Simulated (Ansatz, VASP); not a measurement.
# One calculation of Ba, two programs

File INCAR:

```
AGGAC = 1.0 ; AGGAX = 1.0
ALDAC = 0.0 ; ALDAX = 1.0
ALGO = Normal ; EDIFF = 1E-6
EDIFFG = -0.01 ; ENCUT = 600
GGA = B5 ; IBRION = 2
ISIF = 3 ; ISMEAR = -1
LASPH = T ; LCHARG = F
LREAL = F ; LWAVE = F
NELM = 60 ; NSW = 80
PREC = Accurate ; SIGMA = 0.1
```

Contents of KPOINTS:

```
k-points
0
Gamma
  6 6 6
```

Contents of POSCAR:

```
Ba
1.0
    0.0000000000      4.3860266073      4.3860266073
    4.3860266073      0.0000000000      4.3860266073
    4.3860266073      4.3860266073      0.0000000000
Ba
2
Direct
    0.1250000000      0.1250000000      0.1250000000
    0.8750000000      0.8750000000      0.8750000000
```

Input for Ansatz:

```yaml
crystal:
  lattice:
    - [0.0, 4.3860266073, 4.3860266073]
    - [4.3860266073, 0.0, 4.3860266073]
    - [4.3860266073, 4.3860266073, 0.0]
  atoms:
    - { symbol: Ba, position: [0.125, 0.125, 0.125] }
    - { symbol: Ba, position: [0.875, 0.875, 0.875] }
hamiltonian:
  xc: blyp
  pseudopotentials:
    kind: paw
    azcp:
      Ba: "pseudopotentials/Ba.paw.azcp"
basis:
  ecutwfc: 420
  fft_grid_basis: typed
kpoints:
  mp_grid: { grid: [6, 6, 6], shift: [0, 0, 0] }
magnetization:
  spin_polarized: false
scf:
  occupations: { method: fermi_dirac, width: 0.1 }
relax:
  max_steps: 60
  f_tol: 0.01
  cell: {}
output:
  write_density: true
  write_potential: true
  elf: true
  volumetric_format: npy
```

Alike in both runs: task relaxation of cell and atoms; functional BLYP; k mesh 6 × 6 × 6; occupations fermi-dirac, width 0.1 eV; no spin polarisation.

```csv
,VASP,Ansatz
version,VASP 6.6.1,Ansatz 0.2.0
potentials or method,"VASP PAW PBE potentials, release 64 (Ba_sv), cutoff 600 eV","plane waves (420 eV) with PAW, scalar-relativistic"
valence electrons in the cell,20,20
```

```tsv
	VASP	Ansatz	Ansatz less VASP
relaxed volume (Å³/atom)	161.01	161.27	+0.255
relaxed cell length with the largest relative difference (Å)	7.694	7.698	+0.0041
```

VASP's potentials were made for PBE, not for BLYP. Ansatz's warnings: xc potential rough in thin density.

Neither program's run includes spin-orbit coupling. Noted on VASP's run: the volume moved by over 15 % at a fixed basis, so the end points are rough.
